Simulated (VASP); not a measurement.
Runs of VASP 6.6.1 on SnO2 (Cassiterite). The structure is that of space group P4_2/mnm (No. 136), or close to it. The cells are those of the table. 

```tsv
task	cell	gap on the mesh (eV)	pressure (GPa)	largest force (eV/Å)
single point	a = 4.800, b = 4.800, c = 3.228 Å, 6 atoms	0.81	3.2	0.02
electric field gradients	a = 4.738, b = 4.738, c = 3.187 Å, 6 atoms	1.27	11.8	0.29
relaxation of the atoms	atoms relaxed from a = 4.738, b = 4.738, c = 3.187 Å, 6 atoms	(a)	11.4	-
relaxation of the atoms	atoms relaxed from a = 4.738, b = 4.738, c = 3.282 Å, 6 atoms	0.83	4.1	0.02
single point	a = 4.641, b = 4.641, c = 3.121 Å, 6 atoms	1.96	27.8	0.02
single point	a = 4.738, b = 4.738, c = 3.091 Å, 6 atoms	1.64	20.0	0.02
single point	a = 4.738, b = 4.738, c = 3.218 Å, 6 atoms	1.10	8.8	0.01
single point	a = 4.738, b = 4.738, c = 3.155 Å, 6 atoms	1.38	14.1	0.04
single point	a = 4.738, b = 4.738, c = 3.282 Å, 6 atoms	0.83	4.1	0.01
single point	a = 4.674, b = 4.674, c = 3.143 Å, 6 atoms	1.71	21.7	0.02
single point	a = 4.769, b = 4.769, c = 3.208 Å, 6 atoms	1.01	(b)	-
single point	a = 4.706, b = 4.706, c = 3.165 Å, 6 atoms	1.47	16.3	0.03
```

Alike in all rows: level PBE; potentials or basis VASP PAW PBE potentials, release 64 (Sn_d, O); no spin polarisation; k mesh 7 × 7 × 9; cutoff (eV) 520; smearing fermi-dirac 0.02 eV.

Fill in the values left out.

(a) 1.23; (b) 7.0.

Caveats: spin-orbit coupling is left out, which moves the levels of the heavy elements.

A k mesh can miss the band edges, and the runs leave out spin-orbit coupling on Sn.
